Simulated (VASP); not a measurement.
# WSe2 (C2/m) in VASP: single point with PBEsol

Aim: the single point of WSe2 with PBEsol.

Everything below comes from runs of VASP 6.6.1. Logs are shortened: lines on timing, memory, paths and dates and some standing lists are left out, and cuts for length are marked.

## 1. The cell of the first run

It takes space group C2/m (No. 12, monoclinic). Conventional cell: a = 5.666 Å, b = 3.271 Å, c = 13.521 Å, α = 90.00°, β = 102.09°, γ = 90.00°. Within 3.3 Å of W (site symmetry m) lie 6 Se at 2.52 Å and 6 W at 3.27 Å. Within 3.4 Å of Se (site symmetry m) lie 3 W at 2.52 Å and 8 Se at 3.27 to 3.40 Å. Se (site symmetry m) has 3 W at 2.52 Å and 7 Se at 3.27 to 3.35 Å within 3.4 Å.

## 2. Single point, PBEsol (the part above a cut slid along it)

File INCAR:

```
SYSTEM = WSe2
ALGO = Normal
EDIFF = 1E-6
ENCUT = 520
GGA = PS
ISIF = 2
ISMEAR = 0
ISYM = 0
LASPH = .TRUE.
LCHARG = .FALSE.
LREAL = .FALSE.
LWAVE = .FALSE.
NBANDS = 35
NELM = 100
PREC = Accurate
SIGMA = 0.05
```

File KPOINTS:

```
k-points
0
G
  9 9 2
  0 0 0
```

File POSCAR:

```
WSe2
1.0
   -3.2711504052      0.0000000000      0.0000000000
   -1.6355752026     -2.8328993505      0.0000000000
   -1.6355752026      0.0000000000     13.2206689562
W Se
2 4
Direct
   -0.0416666667      0.3333333333      0.7500000000
    0.5416666667      0.6666666667      0.2500000000
    0.2716402428      0.3333333333      0.1233861811
    0.3549735761      0.6666666667      0.6233861811
    0.1450264239      0.3333333333      0.3766138189
    0.2283597572      0.6666666667      0.8766138189
```

Potentials or basis: VASP PAW PBE potentials, release 64 (W_sv, Se).

Run with:

```console
cat potpaw_PBE.64/W_sv/POTCAR potpaw_PBE.64/Se/POTCAR > POTCAR
mpirun -np 1 vasp_std > vasp.out
```

OUTCAR:

```text
SYSTEM = WSe2
   EDIFF = 1E-6
   ENCUT = 520
   GGA = PS
   ISIF = 2
   ISMEAR = 0
   ISYM = 0
   LASPH = .TRUE.
   LREAL = .FALSE.
   NELM = 100
   PREC = Accurate

 ion  position               nearest neighbor table
   1  0.958  0.333  0.750-   4 2.52   6 2.52   4 2.52   6 2.52   4 2.52   6 2.52
   2  0.542  0.667  0.250-   3 2.52   5 2.52   3 2.52   5 2.52   3 2.52   5 2.52
   3  0.272  0.333  0.123-   2 2.52   2 2.52   2 2.52
   4  0.355  0.667  0.623-   1 2.52   1 2.52   1 2.52
   5  0.145  0.333  0.377-   2 2.52   2 2.52   2 2.52
   6  0.228  0.667  0.877-   1 2.52   1 2.52   1 2.52

IMPORTANT INFORMATION: All symmetrisations will be switched off!
NOSYMM: (Re-)initialisation of all symmetry stuff for point group C_1.

----------------------------------------------------------------------------------------

                                     Primitive cell

  volume of cell :     122.5138

  direct lattice vectors                    reciprocal lattice vectors
    -3.271150405  0.000000000  0.000000000    -0.305702849  0.176497622 -0.037819569
    -1.635575203 -2.832899350  0.000000000     0.000000000 -0.352995245  0.000000000
    -1.635575203  0.000000000 13.220668956     0.000000000  0.000000000  0.075639138

  length of vectors
     3.271150405  3.271150405 13.321456148     0.355015440  0.352995245  0.075639138

  position of ions in fractional coordinates (direct lattice)
     0.958333333  0.333333333  0.750000000
     0.541666667  0.666666667  0.250000000
     0.271640243  0.333333333  0.123386181
     0.354973576  0.666666667  0.623386181
     0.145026424  0.333333333  0.376613819
     0.228359757  0.666666667  0.876613819

  ion indices of the primitive-cell ions
   primitive index   ion index
                 1           1
                 2           2
                 3           3
                 4           4
                 5           5
                 6           6

----------------------------------------------------------------------------------------

 KPOINTS: k-points

Automatic generation of k-mesh.
 Grid dimensions read from file:
 generate k-points for:    9    9    2

 Generating k-lattice:

  Cartesian coordinates                     Fractional coordinates (reciprocal lattice)
[... 81 lines left out ...]
   NELM   =    100;   NELMIN=  2; NELMDL= -5     # of ELM steps
   EDIFF  = 0.1E-05   stopping-criterion for ELM
   LREAL  =      F    real-space projection
   EDIFFG = 0.1E-04   stopping-criterion for IOM
   NSW    =      0    number of steps for IOM
   IBRION =     -1    ionic relax: 0-MD 1-quasi-New 2-CG
   NFREE  =      0    steps in history (QN), initial steepest desc. (CG)
   ISIF   =      2    stress and relaxation
   ISYM   =      0    0-nonsym 1-usesym 2-fastsym
   POTIM  = 0.5000    time-step for ionic-motion
   TEBEG  =    0.0;   TEEND  =   0.0 temperature during run
   PSTRESS=    0.0 pullay stress
   NELECT =      52.0000    total number of electrons
   NUPDOWN=      -1.0000    fix difference up-down
   EMIN   =  10.00;   EMAX   =-10.00  energy-range for DOS
   EFERMI =   0.00;   METHOD = LEGACY
   ISMEAR =     0;   SIGMA  =   0.05  broadening in eV -4-tet -1-fermi 0-gaus
   EFERMI_NEDOS =   21; number of points for ismear=-14 and -15
   IALGO  =     38    algorithm
   IMIX   =      4    mixing-type and parameters
     AMIX     =   0.40;   BMIX     =  1.00
     AMIX_MAG =   1.60;   BMIX_MAG =  1.00
  volume/ion in A,a.u.               =      20.42       137.79
  Fermi-wavevector in a.u.,A,eV,Ry     =   1.230309  2.324947 20.594602  1.513661
  Thomas-Fermi vector in A             =   2.365163
   LORBIT       =      0    0 simple, 1 ext, 2 COOP (PROOUT), +10 PAW based schemes
   GGA     = PS    functional components
   LHFCALC =     F    Hartree Fock is set to
   AEXX    =    0.0000 exact exchange contribution
   IVDW    =     0    specifies the selected vdW correction
   LEPSILON=     F    determine dielectric tensor
   LRPA    =     F    only Hartree local field effects (RPA)
 non-spin polarized calculation
 Gauss-broadening in eV      SIGMA  =   0.05
  energy-cutoff  :      520.00
  volume of cell :      122.51
 maximum number of plane-waves:      3330
   NGX = 13   NGY = 13   NGZ = 49

 number of electron      52.0000000 magnetization

 Free energy of the ion-electron system (eV)
  ---------------------------------------------------
  ext. energy  EPLUGINS =         0.00000000
  ---------------------------------------------------
  free energy    TOTEN  =       -46.48211127 eV

  energy without entropy =      -46.48211127  energy(sigma->0) =      -46.48211127

 E-fermi :   6.2373     XC(G=0): -10.8252

 val. band max:        5.9961134808   @ k =   0.0000   0.0000   0.0000
 cond. band min:       7.1072680846   @ k =   0.2222   0.3333   0.0000
 fundamental gap:      1.1111546038
 Fermi energy:         6.2373293780

 k-point     1 :       0.0000    0.0000    0.0000
  band No.  band energies     occupation
      1     -68.2064      2.00000
      2     -68.2063      2.00000
      3     -32.4746      2.00000
      4     -32.4746      2.00000
      5     -32.3212      2.00000
      6     -32.3211      2.00000
[... 901 lines left out ...]
     34      10.0607      0.00000
     35      11.3684      0.00000

 [... further k-points ...]

------------------------ aborting loop because EDIFF is reached ----------------------------------------

  FORCE on cell =-STRESS in cart. coord.  units (eV):
  Direction    XX          YY          ZZ          XY          YZ          ZX
  --------------------------------------------------------------------------------------
  -------------------------------------------------------------------------------------
  Total        0.2950852      0.4878512      1.1470309      0.0003526      0.3700468      0.0001524
  in kB        3.8589837      6.3798854     15.0003233      0.0046110      4.8392951      0.0019932
  external PRESSURE =       8.4130641 kB  Pullay stress =       0.0000000 kB

 VOLUME and BASIS-vectors are now :
 -----------------------------------------------------------------------------
  energy-cutoff  :      520.00
  volume of cell :      122.51
      direct lattice vectors                 reciprocal lattice vectors
    -3.271150405  0.000000000  0.000000000    -0.305702849  0.176497622 -0.037819569
    -1.635575203 -2.832899350  0.000000000     0.000000000 -0.352995245  0.000000000
    -1.635575203  0.000000000 13.220668956     0.000000000  0.000000000  0.075639138

 POSITION                                       TOTAL-FORCE (eV/Angst)
 -----------------------------------------------------------------------------------
     -4.90673     -0.94430      9.91550         0.000063     -0.024378     -0.016687
     -3.27115     -1.88860      3.30517        -0.000064      0.024378      0.016687
     -1.63558     -0.94430      1.63125        -0.000300      0.062625      0.104604
     -3.27115     -1.88860      8.24158        -0.000362     -0.000484     -0.071842
     -1.63558     -0.94430      4.97909         0.000362      0.000484      0.071910
     -3.27115     -1.88860     11.58942         0.000300     -0.062625     -0.104672
 -----------------------------------------------------------------------------------
    total drift:                                0.000001      0.000000      0.000002

  FREE ENERGIE OF THE ION-ELECTRON SYSTEM (eV)
  ---------------------------------------------------
  free  energy   TOTEN  =       -46.4821112681 eV

  energy  without entropy=      -46.4821112681  energy(sigma->0) =      -46.48211127
```

OSZICAR:

```text
N       E                     dE             d eps       ncg     rms          rms(c)
DAV:   1     0.498789700583E+03    0.49879E+03   -0.27845E+04  6372   0.145E+03
DAV:   2    -0.167760947096E+02   -0.51557E+03   -0.49791E+03  6693   0.391E+02
DAV:   3    -0.477508874119E+02   -0.30975E+02   -0.30464E+02  6981   0.905E+01
DAV:   4    -0.484313082714E+02   -0.68042E+00   -0.67657E+00  6921   0.137E+01
DAV:   5    -0.484406150951E+02   -0.93068E-02   -0.92967E-02  6903   0.173E+00    0.313E+01
DAV:   6    -0.468929675920E+02    0.15476E+01   -0.54656E+00  6481   0.155E+01    0.112E+01
DAV:   7    -0.466578155844E+02    0.23515E+00   -0.26168E+00  6082   0.771E+00    0.560E+00
DAV:   8    -0.464823699737E+02    0.17545E+00   -0.37588E-01  6366   0.419E+00    0.129E+00
DAV:   9    -0.464839404352E+02   -0.15705E-02   -0.60472E-02  6767   0.115E+00    0.886E-01
DAV:  10    -0.464821647181E+02    0.17757E-02   -0.13254E-02  6344   0.781E-01    0.153E-01
DAV:  11    -0.464821560021E+02    0.87161E-05   -0.16643E-03  6320   0.262E-01    0.179E-01
DAV:  12    -0.464821126509E+02    0.43351E-04   -0.61368E-05  6670   0.506E-02    0.111E-01
DAV:  13    -0.464821103218E+02    0.23292E-05   -0.79571E-05  6302   0.539E-02    0.741E-03
DAV:  14    -0.464821112681E+02   -0.94633E-06   -0.49844E-06  6300   0.118E-02
   1 F= -.46482111E+02 E0= -.46482111E+02  d E =-.135860E-13
```

stdout:

```text
POSCAR found type information on POSCAR W Se
 POSCAR found :  2 types and       6 ions
 scaLAPACK will be used
 -----------------------------------------------------------------------------
|                                                                             |
|                                                                             |
|     You enforced a specific xc type in the INCAR file but a different       |
[... 22 lines left out ...]
 -----------------------------------------------------------------------------

 POSCAR, INCAR and KPOINTS ok, starting setup
 FFT: planning ... GRIDC
 FFT: planning ... GRID_SOFT
 FFT: planning ... GRID
 WAVECAR not read
 entering main loop
```

Run time: 3.9 min. Hardware: 1 thread of AMD EPYC 7R13 (Zen 3), shared host; peak memory 0.39 GiB.

What came out:

- Free energy: -46.4821 eV
- Pressure: 0.8 GPa
- Largest force: 0.122 eV/Å
- Band gap on the k mesh: 1.11 eV (least direct gap 1.64 eV)

Forces in eV/Å, atoms in the order of the input:
```
W    0.000 -0.024 -0.017
W    0.000  0.024  0.017
Se   0.000  0.063  0.105
Se   0.000  0.000 -0.072
Se   0.000  0.000  0.072
Se   0.000 -0.063 -0.105
```

Stress tensor (GPa, compression positive):
```
0.39 0.00 0.00
0.00 0.64 0.48
0.00 0.48 1.50
```

Caveat: the cell differs from its parent crystal (the part above a cut slid along it); the PAW data sets were made with another functional, which shifts forces and pressure a little; spin-orbit coupling is left out, which moves the levels of the heavy elements; this functional lacks dispersion, which binds layers or chains, so the pressure and a relaxed spacing across them are unreliable. A k mesh can miss the band edges.
